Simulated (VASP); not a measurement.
# Zn2SnO (P4/nmm) in VASP: a series of runs, part 2 of 2

VASP 6.6.1. Earlier steps stand in the parts before.

### 3 Relaxation of cell and atoms, PBE

INCAR reads:

```
ALGO = Normal
EDIFF = 1E-7
EDIFFG = -0.01
ENCUT = 600
GGA = PE
GGA_COMPAT = False
IBRION = 2
ISIF = 3
ISMEAR = 0
LASPH = True
LCHARG = False
LREAL = False
LWAVE = False
NELM = 120
NELMIN = 4
NSW = 100
PREC = Accurate
SIGMA = 0.1
```

KPOINTS reads:

```
k-points
0
Gamma
  8 8 8
```

POSCAR reads:

```
Zn2SnO
1.0
    4.9206497097      0.0000000000      0.0000000000
    0.0000000000      4.9206497097      0.0000000000
    0.0000000000      0.0000000000      5.7227016102
Zn Sn O
4 2 2
Direct
    0.5000000000      0.5000000000      0.0000000000
    0.0000000000      0.0000000000      0.0000000000
    0.0000000000      0.5000000000      0.1309872325
    0.5000000000      0.0000000000      0.8690127675
    0.5000000000      0.5000000000      0.5000000000
    0.0000000000      0.0000000000      0.5000000000
    0.0000000000      0.5000000000      0.4855568388
    0.5000000000      0.0000000000      0.5144431612
```

Potentials or basis: VASP PAW PBE potentials, release 64 (Zn, Sn_d, O).

Started as:

```sh
cat potpaw_PBE.64/Zn/POTCAR potpaw_PBE.64/Sn_d/POTCAR potpaw_PBE.64/O/POTCAR > POTCAR
mpirun -np 1 vasp_std > vasp.out
```

OUTCAR:

```text
EDIFF = 1E-7
   EDIFFG = -0.01
   ENCUT = 600
   GGA = PE
   IBRION = 2
   ISIF = 3
   ISMEAR = 0
   LASPH = True
   LREAL = False
   NELM = 120
   NELMIN = 4
   NSW = 100
   PREC = Accurate

 ion  position               nearest neighbor table
   1  0.500  0.500  0.000-   3 2.57   4 2.57   4 2.57   3 2.57   5 2.86   5 2.86
   2  0.000  0.000  0.000-   3 2.57   4 2.57   3 2.57   4 2.57   6 2.86   6 2.86
   3  0.000  0.500  0.131-   7 2.03   2 2.57   1 2.57   2 2.57   1 2.57   6 3.24   6 3.24   5 3.24
                             5 3.24
   4  0.500  0.000  0.869-   8 2.03   2 2.57   1 2.57   1 2.57   2 2.57   6 3.24   5 3.24   5 3.24
                             6 3.24
   5  0.500  0.500  0.500-   7 2.46   8 2.46   8 2.46   7 2.46   1 2.86   1 2.86   4 3.24   4 3.24
                             3 3.24   3 3.24   6 3.48   6 3.48   6 3.48   6 3.48
   6  0.000  0.000  0.500-   7 2.46   8 2.46   7 2.46   8 2.46   2 2.86   2 2.86   3 3.24   4 3.24
                             4 3.24   3 3.24   5 3.48   5 3.48   5 3.48   5 3.48
   7  0.000  0.500  0.486-   3 2.03   5 2.46   6 2.46   6 2.46   5 2.46
   8  0.500  0.000  0.514-   4 2.03   5 2.46   6 2.46   5 2.46   6 2.46
[... 340 lines left out ...]
 cond. band min:       4.3727963607   @ k =   0.3750   0.3750   0.0000
 fundamental gap:      0.0092413323
 Fermi energy:         4.3662920175

 k-point     1 :       0.0000    0.0000    0.0000
  band No.  band energies     occupation
      1     -17.3945      2.00000
      2     -17.2435      2.00000
      3     -17.1902      2.00000
      4     -17.0993      2.00000
      5     -17.0972      2.00000
      6     -17.0972      2.00000
[... 1309 lines left out ...]
     51       9.7129      0.00000
     52       9.7129      0.00000

 [... further k-points ...]

------------------------ aborting loop because EDIFF is reached ----------------------------------------

  FORCE on cell =-STRESS in cart. coord.  units (eV):
  Direction    XX          YY          ZZ          XY          YZ          ZX
  --------------------------------------------------------------------------------------
  -------------------------------------------------------------------------------------
  Total        0.0088702      0.0088702     -0.0161399      0.0000000      0.0000000      0.0000000
  in kB        0.1025526      0.1025526     -0.1866017      0.0000000      0.0000000      0.0000000
  external PRESSURE =       0.0061678 kB  Pullay stress =       0.0000000 kB
[... 23 lines left out ...]
  FREE ENERGIE OF THE ION-ELECTRON SYSTEM (eV)
  ---------------------------------------------------
  free  energy   TOTEN  =       -24.9148317059 eV

  energy  without entropy=      -24.9031559026  energy(sigma->0) =      -24.90899380

 reached required accuracy - stopping structural energy minimisation
```

OSZICAR:

```text
N       E                     dE             d eps       ncg     rms          rms(c)
DAV:   1     0.977799648930E+03    0.97780E+03   -0.46200E+04  7884   0.286E+03
DAV:   2     0.155907460695E+03   -0.82189E+03   -0.80188E+03  7800   0.693E+02
DAV:   3    -0.133019160401E+02   -0.16921E+03   -0.16432E+03  8404   0.241E+02
[... 43 lines left out ...]
DAV:   5    -0.249148319993E+02    0.25309E-04   -0.93664E-05  9628   0.141E-01    0.132E-02
DAV:   6    -0.249148312162E+02    0.78315E-06   -0.26614E-05  9504   0.717E-02    0.613E-03
DAV:   7    -0.249148319475E+02   -0.73136E-06   -0.86976E-06  8172   0.363E-02    0.342E-03
DAV:   8    -0.249148318886E+02    0.58892E-07   -0.18274E-06  8460   0.134E-02    0.210E-03
DAV:   9    -0.249148316761E+02    0.21255E-06   -0.29401E-07  5836   0.891E-03    0.681E-04
DAV:  10    -0.249148317059E+02   -0.29850E-07   -0.91003E-08  4112   0.281E-03
   4 F= -.24914832E+02 E0= -.24908994E+02  d E =-.256367E-03
```

CONTCAR:

```text
Zn2SnO
   1.00000000000000
     4.9096864562649838    0.0000000000000000   -0.0000000000000000
     0.0000000000000000    4.9096864562649838    0.0000000000000000
     0.0000000000000000    0.0000000000000000    5.7489341423016453
  Zn              Sn              O
     4     2     2
Direct
     0.5000000000000000    0.5000000000000000    1.0000000000000000
     0.0000000000000000    0.0000000000000000    1.0000000000000000
     0.0000000000000000    0.5000000000000000    0.1295492412577949
     0.5000000000000000    0.0000000000000000    0.8704507587422051
     0.5000000000000000    0.5000000000000000    0.5000000000000000
     0.0000000000000000    0.0000000000000000    0.5000000000000000
     1.0000000000000000    0.5000000000000000    0.4867907170318344
     0.5000000000000000    0.0000000000000000    0.5132092829681655

  0.00000000E+00  0.00000000E+00  0.00000000E+00
  0.00000000E+00  0.00000000E+00  0.00000000E+00
  0.00000000E+00  0.00000000E+00  0.00000000E+00
  0.00000000E+00  0.00000000E+00  0.00000000E+00
  0.00000000E+00  0.00000000E+00  0.00000000E+00
  0.00000000E+00  0.00000000E+00  0.00000000E+00
  0.00000000E+00  0.00000000E+00  0.00000000E+00
  0.00000000E+00  0.00000000E+00  0.00000000E+00
```

Run time: 47 min. Hardware: 1 thread of Oxide Virtual Turin-like, shared host; peak memory 0.63 GiB.

What came out:

```yaml
Free_energy: -24.9148 eV
Relaxed_volume: 17.32 Å³/atom
Relaxed_cell: a = 4.910 Å, b = 4.910 Å, c = 5.749 Å, α = 90.00°, β = 90.00°, γ = 90.00°
Space_group_after_relaxing_to_0.1_Å: P4/nmm (No. 129)
Energy_gained_by_relaxing: 0.5 meV/atom
Ionic_steps: 4
Pressure_after_relaxing: 0.0 GPa
Largest_force_after_relaxing: 0.004 eV/Å
Band_gap_on_the_k_mesh: zero (bands 44 and 45 overlap by 1.46 eV)
```

Forces in eV/Å, atoms in the order of the input:
```
Zn   0.000  0.000  0.000
Zn   0.000  0.000  0.000
Zn   0.000  0.000 -0.004
Zn   0.000  0.000  0.004
Sn   0.000  0.000  0.000
Sn   0.000  0.000  0.000
O    0.000  0.000  0.004
O    0.000  0.000 -0.004
```

Step by step:
```tsv
step	energy change (eV)	largest force (eV/Å)	pressure (GPa)	volume (Å³)
1	0.0000	0.1387	0.16	138.56
2	-0.0036	0.0180	-0.15	138.92
3	-0.0036	0.0041	-0.18	138.96
4	-0.0039	0.0039	0.00	138.58
```

Final structure:
```cif
data_structure
_symmetry_space_group_name_H-M 'P 1'
_symmetry_Int_Tables_number 1
_cell_length_a 4.9097
_cell_length_b 4.9097
_cell_length_c 5.7489
_cell_angle_alpha 90.000
_cell_angle_beta 90.000
_cell_angle_gamma 90.000
_cell_volume 138.58
loop_
_atom_site_label
_atom_site_type_symbol
_atom_site_fract_x
_atom_site_fract_y
_atom_site_fract_z
_atom_site_occupancy
Zn1 Zn 0.50000 0.50000 0.00000 1
Zn2 Zn 0.00000 0.00000 0.00000 1
Zn3 Zn 0.00000 0.50000 0.12955 1
Zn4 Zn 0.50000 0.00000 0.87045 1
Sn1 Sn 0.50000 0.50000 0.50000 1
Sn2 Sn 0.00000 0.00000 0.50000 1
O1 O 0.00000 0.50000 0.48679 1
O2 O 0.50000 0.00000 0.51321 1
```

Caveat: spin-orbit coupling is left out, which moves the levels of the heavy elements.

The gap in the log of VASP goes by the Fermi energy; the results here count the filled bands.